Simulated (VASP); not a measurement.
# Na6BN in VASP: a series of runs

The runs below take Na6BN through single point, with PBE.

All numbers are computed with VASP 6.6.1; they aren't measurements. Logs are shortened: lines on timing, memory, paths and dates and some standing lists are left out, and cuts for length are marked.

## Step 1: The cell of the first run

Symmetry: R-3, No. 148, trigonal system. The conventional cell has a = 6.266 Å, b = 6.266 Å, c = 18.647 Å, α = 90.00°, β = 90.00°, γ = 120.00°. Na (site symmetry 1) has 1 N at 2.36 Å and 1 B at 2.71 Å within 3.1 Å. B (site symmetry -3) has 6 Na at 2.71 Å within 3.6 Å. Within 3.1 Å of N (site symmetry -3) lie 6 Na at 2.36 Å.

## Step 2: Single point, PBE

INCAR reads:

```
SYSTEM = Na6BN
  PREC = Accurate
  ENCUT = 520
  EDIFF = 1E-6
  ISMEAR = 0
  SIGMA = 0.1
  LREAL = .FALSE.
  LASPH = .TRUE.
  NELM = 100
  ALGO = Normal
  ISIF = 2
  LWAVE = .FALSE.
  LCHARG = .TRUE.
  GGA = PE
  LELF = .TRUE.
  LVHAR = .TRUE.
  NBANDS = 35
```

KPOINTS reads:

```
Automatic mesh
0
G
  3 3 3
  0 0 0
```

POSCAR reads:

```
Na6BN
1.0
    3.1332444028      1.8089794994      6.2155132391
   -3.1332444028      1.8089794994      6.2155132391
    0.0000000000     -3.6179589988      6.2155132391
Na B N
6 1 1
Direct
    0.1332315211      0.7285396150      0.4058111600
    0.4058111600      0.1332315211      0.7285396150
    0.8667684789      0.2714603850      0.5941888400
    0.7285396150      0.4058111600      0.1332315211
    0.2714603850      0.5941888400      0.8667684789
    0.5941888400      0.8667684789      0.2714603850
    0.0000000000      0.0000000000      0.0000000000
    0.5000000000      0.5000000000      0.5000000000
```

Potentials or basis: VASP PAW PBE potentials, release 64 (Na_pv, B, N).

Run with:

```bash
$ cat potpaw_PBE.64/Na_pv/POTCAR potpaw_PBE.64/B/POTCAR potpaw_PBE.64/N/POTCAR > POTCAR
$ mpirun -np 1 vasp_std > vasp.out
```

OUTCAR:

```text
SYSTEM = Na6BN
   PREC = Accurate
   ENCUT = 520
   EDIFF = 1E-6
   ISMEAR = 0
   LREAL = .FALSE.
   LASPH = .TRUE.
   NELM = 100
   ISIF = 2
   GGA = PE

 ion  position               nearest neighbor table
   1  0.133  0.729  0.406-
   2  0.406  0.133  0.729-
   3  0.867  0.271  0.594-
   4  0.729  0.406  0.133-
   5  0.271  0.594  0.867-
   6  0.594  0.867  0.271-
   7  0.000  0.000  0.000-
   8  0.500  0.500  0.500-

  LATTYP: Found a trigonal (rhomboedric) cell.
 ALAT       =     7.1918170265
 COS(alpha) =     0.6203868209

  Lattice vectors:

 A1 = (   3.1332444028,   1.8089794994,   6.2155132391)
 A2 = (  -3.1332444028,   1.8089794994,   6.2155132391)
 A3 = (   0.0000000000,  -3.6179589988,   6.2155132391)

Analysis of symmetry for initial positions (statically):
=====================================================================
 Subroutine PRICEL returns:
 Original cell was already a primitive cell.

 Routine SETGRP: Setting up the symmetry group for a
 trigonal (rhombohedral) supercell.

 Subroutine GETGRP returns: Found  6 space group operations
 (whereof  6 operations were pure point group operations)
 out of a pool of 12 trial point group operations.

The static configuration has the point symmetry S_6 .

Analysis of symmetry for dynamics (positions and initial velocities):
=====================================================================
 Subroutine PRICEL returns:
 Original cell was already a primitive cell.

 Routine SETGRP: Setting up the symmetry group for a
 trigonal (rhombohedral) supercell.

 Subroutine GETGRP returns: Found  6 space group operations
 (whereof  6 operations were pure point group operations)
 out of a pool of 12 trial point group operations.

The dynamic configuration has the point symmetry S_6 .

 Subroutine INISYM returns: Found  6 space group operations
 (whereof  6 operations are pure point group operations),
 and found     1 'primitive' translations

----------------------------------------------------------------------------------------

                                     Primitive cell

  volume of cell :     211.3762

  direct lattice vectors                    reciprocal lattice vectors
     3.133244403  1.808979499  6.215513239     0.159578997  0.092132977  0.053629253
    -3.133244403  1.808979499  6.215513239    -0.159578997  0.092132977  0.053629253
     0.000000000 -3.617958999  6.215513239     0.000000000 -0.184265954  0.053629253

  length of vectors
     7.191817026  7.191817026  7.191817026     0.191911539  0.191911539  0.191911539

  position of ions in fractional coordinates (direct lattice)
     0.133231521  0.728539615  0.405811160
     0.405811160  0.133231521  0.728539615
     0.866768479  0.271460385  0.594188840
     0.728539615  0.405811160  0.133231521
     0.271460385  0.594188840  0.866768479
     0.594188840  0.866768479  0.271460385
     0.000000000  0.000000000  0.000000000
     0.500000000  0.500000000  0.500000000

  ion indices of the primitive-cell ions
   primitive index   ion index
                 1           1
                 2           2
                 3           3
                 4           4
                 5           5
                 6           6
                 7           7
                 8           8

----------------------------------------------------------------------------------------

 KPOINTS: Automatic mesh

Automatic generation of k-mesh.
 Grid dimensions read from file:
 generate k-points for:    3    3    3

 Generating k-lattice:

  Cartesian coordinates                     Fractional coordinates (reciprocal lattice)
     0.053192999  0.030710992  0.017876418     0.333333333  0.000000000  0.000000000
    -0.053192999  0.030710992  0.017876418     0.000000000  0.333333333  0.000000000
     0.000000000 -0.061421985  0.017876418     0.000000000  0.000000000  0.333333333

  Length of vectors
     0.063970513  0.063970513  0.063970513

  Shift w.r.t. Gamma in fractional coordinates (k-lattice)
     0.000000000  0.000000000  0.000000000

 Subroutine IBZKPT returns following result:
 ===========================================

 Found      6 irreducible k-points:

 Following reciprocal coordinates:
            Coordinates               Weight
  0.000000  0.000000  0.000000      1.000000
  0.333333  0.000000 -0.000000      6.000000
  0.333333  0.333333 -0.000000      6.000000
 -0.333333  0.333333  0.000000      6.000000
  0.333333  0.333333  0.333333      2.000000
 -0.333333  0.333333  0.333333      6.000000
   k-points           NKPTS =      6   k-points in BZ     NKDIM =      6   number of bands    NBANDS=     35
   number of dos      NEDOS =    301   number of ions     NIONS =      8
   total plane-waves  NPLWV = 157464
   dimension x,y,z NGX =    54 NGY =   54 NGZ =   54
   dimension x,y,z NGXF=   108 NGYF=  108 NGZF=  108
   ions per type =               6   1   1
   NGX,Y,Z   is equivalent  to a cutoff of  12.48, 12.48, 12.48 a.u.
   NGXF,Y,Z  is equivalent  to a cutoff of  24.97, 24.97, 24.97 a.u.
 SYSTEM =  Na6BN
   PREC   = accura    normal or accurate (medium, high low for compatibility)
   ISTART =      0    job   : 0-new  1-cont  2-samecut
   ICHARG =      2    charge: 1-file 2-atom 10-const
   ISPIN  =      1    spin polarized calculation?
   LNONCOLLINEAR =      F non collinear calculations
   LSORBIT =      F    spin-orbit coupling
   LASPH  =      T    aspherical Exc in radial PAW
   ENCUT  =  520.0 eV  38.22 Ry    6.18 a.u.  13.37 13.37 13.37*2*pi/ulx,y,z
   NELM   =    100;   NELMIN=  2; NELMDL= -5     # of ELM steps
   EDIFF  = 0.1E-05   stopping-criterion for ELM
   LREAL  =      F    real-space projection
   EDIFFG = 0.1E-04   stopping-criterion for IOM
   NSW    =      0    number of steps for IOM
   IBRION =     -1    ionic relax: 0-MD 1-quasi-New 2-CG
   NFREE  =      0    steps in history (QN), initial steepest desc. (CG)
   ISIF   =      2    stress and relaxation
   ISYM   =      2    0-nonsym 1-usesym 2-fastsym
   POTIM  = 0.5000    time-step for ionic-motion
   TEBEG  =    0.0;   TEEND  =   0.0 temperature during run
   PSTRESS=    0.0 pullay stress
   NELECT =      50.0000    total number of electrons
   NUPDOWN=      -1.0000    fix difference up-down
   EMIN   =  10.00;   EMAX   =-10.00  energy-range for DOS
   EFERMI =   0.00;   METHOD = LEGACY
   ISMEAR =     0;   SIGMA  =   0.10  broadening in eV -4-tet -1-fermi 0-gaus
   EFERMI_NEDOS =   21; number of points for ismear=-14 and -15
   IALGO  =     38    algorithm
   IMIX   =      4    mixing-type and parameters
     AMIX     =   0.40;   BMIX     =  1.00
     AMIX_MAG =   1.60;   BMIX_MAG =  1.00
  volume/ion in A,a.u.               =      26.42       178.30
  Fermi-wavevector in a.u.,A,eV,Ry     =   1.012464  1.913279 13.947096  1.025083
  Thomas-Fermi vector in A             =   2.145575
   LORBIT       =      0    0 simple, 1 ext, 2 COOP (PROOUT), +10 PAW based schemes
   GGA     = PE    functional components
   LHFCALC =     F    Hartree Fock is set to
   AEXX    =    0.0000 exact exchange contribution
   IVDW    =     0    specifies the selected vdW correction
   LEPSILON=     F    determine dielectric tensor
   LRPA    =     F    only Hartree local field effects (RPA)
 non-spin polarized calculation
 Gauss-broadening in eV      SIGMA  =   0.10
  energy-cutoff  :      520.00
  volume of cell :      211.38
 maximum number of plane-waves:      5706
 NGX is ok and might be reduce to    54
   NGX = 27   NGY = 27   NGZ = 27

 number of electron      50.0000004 magnetization

 Free energy of the ion-electron system (eV)
  ---------------------------------------------------
  ext. energy  EPLUGINS =         0.00000000
  ---------------------------------------------------
  free energy    TOTEN  =       -18.52948678 eV

  energy without entropy =      -18.46822796  energy(sigma->0) =      -18.49885737

 E-fermi :   0.3082     XC(G=0):  -7.0508

 val. band max:        0.2769423296   @ k =   0.3333   0.0000  -0.0000
 cond. band min:       0.3317110098   @ k =  -0.3333   0.3333   0.0000
 fundamental gap:      0.0547686802
 Fermi energy:         0.3081691380

 k-point     1 :       0.0000    0.0000    0.0000
  band No.  band energies     occupation
      1     -23.5396      2.00000
      2     -23.5240      2.00000
      3     -23.5240      2.00000
      4     -23.5235      2.00000
      5     -23.5074      2.00000
      6     -23.5074      2.00000
[... 27 lines left out ...]
     34       5.2359      0.00000
     35       6.2166      0.00000

 k-point     2 :       0.3333    0.0000   -0.0000
  band No.  band energies     occupation
      1     -23.5356      2.00000
      2     -23.5302      2.00000
      3     -23.5245      2.00000
      4     -23.5138      2.00000
      5     -23.5098      2.00000
      6     -23.5087      2.00000
[... 27 lines left out ...]
     34       4.8979      0.00000
     35       6.1335      0.00000

 k-point     3 :       0.3333    0.3333   -0.0000
  band No.  band energies     occupation
      1     -23.5354      2.00000
      2     -23.5298      2.00000
      3     -23.5226      2.00000
      4     -23.5140      2.00000
      5     -23.5111      2.00000
      6     -23.5072      2.00000
[... 27 lines left out ...]
     34       5.5880      0.00000
     35       6.0318      0.00000

 k-point     4 :      -0.3333    0.3333    0.0000
  band No.  band energies     occupation
      1     -23.5331      2.00000
      2     -23.5271      2.00000
      3     -23.5219      2.00000
      4     -23.5192      2.00000
      5     -23.5088      2.00000
      6     -23.5074      2.00000
[... 27 lines left out ...]
     34       5.6685      0.00000
     35       6.2992      0.00000

 k-point     5 :       0.3333    0.3333    0.3333
  band No.  band energies     occupation
      1     -23.5366      2.00000
      2     -23.5256      2.00000
      3     -23.5217      2.00000
      4     -23.5217      2.00000
      5     -23.5097      2.00000
      6     -23.5097      2.00000
[... 27 lines left out ...]
     34       4.4546      0.00000
     35       5.1823      0.00000

 k-point     6 :      -0.3333    0.3333    0.3333
  band No.  band energies     occupation
      1     -23.5340      2.00000
      2     -23.5298      2.00000
      3     -23.5217      2.00000
      4     -23.5153      2.00000
      5     -23.5117      2.00000
      6     -23.5084      2.00000
[... 27 lines left out ...]
     34       5.5577      0.00000
     35       6.0223      0.00000

------------------------ aborting loop because EDIFF is reached ----------------------------------------

  FORCE on cell =-STRESS in cart. coord.  units (eV):
  Direction    XX          YY          ZZ          XY          YZ          ZX
  --------------------------------------------------------------------------------------
  -------------------------------------------------------------------------------------
  Total       -0.0180589     -0.0180589      0.1439495     -0.0000000      0.0000000      0.0000000
  in kB       -0.1368818     -0.1368818      1.0910998     -0.0000001      0.0000000      0.0000000
  external PRESSURE =       0.2724454 kB  Pullay stress =       0.0000000 kB

 VOLUME and BASIS-vectors are now :
 -----------------------------------------------------------------------------
  energy-cutoff  :      520.00
  volume of cell :      211.38
      direct lattice vectors                 reciprocal lattice vectors
     3.133244403  1.808979499  6.215513239     0.159578997  0.092132977  0.053629253
    -3.133244403  1.808979499  6.215513239    -0.159578997  0.092132977  0.053629253
     0.000000000 -3.617958999  6.215513239     0.000000000 -0.184265954  0.053629253

 POSITION                                       TOTAL-FORCE (eV/Angst)
 -----------------------------------------------------------------------------------
     -1.86525      0.09072      7.87867        -0.010531      0.007102     -0.003996
      0.85406     -1.66071      7.87867        -0.000885     -0.012672     -0.003996
      1.86525     -0.09072     10.76787         0.010531     -0.007102      0.003996
      1.01119      1.56999      7.87867         0.011417      0.005569     -0.003996
     -1.01119     -1.56999     10.76787        -0.011417     -0.005569      0.003996
     -0.85406      1.66071     10.76787         0.000885      0.012672      0.003996
      0.00000      0.00000      0.00000         0.000000      0.000000      0.000000
      0.00000      0.00000      9.32327         0.000000      0.000000     -0.000000
 -----------------------------------------------------------------------------------
    total drift:                                0.000000      0.000000     -0.000000

  FREE ENERGIE OF THE ION-ELECTRON SYSTEM (eV)
  ---------------------------------------------------
  free  energy   TOTEN  =       -18.5294867762 eV

  energy  without entropy=      -18.4682279578  energy(sigma->0) =      -18.49885737
```

It took 61 s on 1 thread of Intel Xeon 6975P-C (Granite Rapids), shared host; peak memory 0.4 GiB.

What came out:

| Item | Value |
| --- | --- |
| Free energy | -18.5295 eV |
| Pressure | 0.0 GPa |
| Largest force | 0.013 eV/Å |
| Band gap on the k mesh | zero (band 25 reaches 0.40 eV, above the bottom of band 26 at 0.28 eV) |

Forces in eV/Å, atoms in the order of the input:
```
Na  -0.011  0.007 -0.004
Na  -0.001 -0.013 -0.004
Na   0.011 -0.007  0.004
Na   0.011  0.006 -0.004
Na  -0.011 -0.006  0.004
Na   0.001  0.013  0.004
B    0.000  0.000  0.000
N    0.000  0.000  0.000
```

Caveat: the k points lie up to 0.40 Å⁻¹ apart.

[end of part 1 of 2]
